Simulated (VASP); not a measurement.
**Si4Se3: single point with PBE**

Si4Se3:

```
Si Se
1.0
    -2.57619    2.57553    5.18251
     2.57619   -2.57553    5.18251
     2.57619    2.57553   -5.18251
Si Se
4 3
Cartesian
  1.2881 1.2878 -2.5913
  1.2881 -1.2878 2.5913
  -1.2881 1.2878 2.5913
  1.2881 1.2878 2.5913
  2.5762 0.0000 0.0000
  0.0000 0.0000 5.1825
  0.0000 2.5755 0.0000
```

The cell was built from a structure type or drawn by symmetry, and may not be a known phase.

```yaml
Program: VASP 6.6.1
Task: single point
Functional: PBE
Potentials_or_basis: VASP PAW PBE potentials, release 64 (Si, Se)
Cutoff: 500 eV
k_mesh: 4 × 4 × 4
Occupations: gaussian, width 0.2 eV
Spin: no spin polarisation
```

```yaml
Pressure: 0.3 GPa
Band_gap_on_the_k_mesh: zero (bands 17 and 18 overlap by 1.86 eV)
```

Levels at points of the mesh, in eV from the Fermi level:
| k point | band 13 | band 14 | band 15 | band 16 | band 17 | band 18 | band 19 | band 20 | band 21 | band 22 |
| --- | --- | --- | --- | --- | --- | --- | --- | --- | --- | --- |
| (0.00, 0.00, 0.00) | -2.77 | -1.54 | -0.49 | -0.49 | 0.12 | 0.35 | 2.31 | 2.66 | 2.67 | 3.10 |
| (0.50, 0.00, 0.00) | -2.83 | -2.42 | -1.79 | -1.32 | -0.11 | 0.38 | 0.58 | 1.56 | 2.06 | 2.11 |
| (0.00, 0.50, 0.00) | -2.83 | -2.42 | -1.80 | -1.32 | -0.11 | 0.38 | 0.58 | 1.56 | 2.06 | 2.11 |
| (0.50, 0.50, 0.00) | -2.02 | -1.25 | -0.98 | -0.80 | 0.47 | 0.58 | 0.70 | 1.23 | 1.53 | 1.63 |
| (0.50, 0.50, 0.50) | -1.90 | -1.90 | -1.87 | -1.48 | -1.48 | -1.40 | -1.25 | -0.35 | -0.34 | 2.10 |

Run time: 98 s on 1 thread of Intel Xeon 8259CL (shared host), peak memory 0.33 GiB.
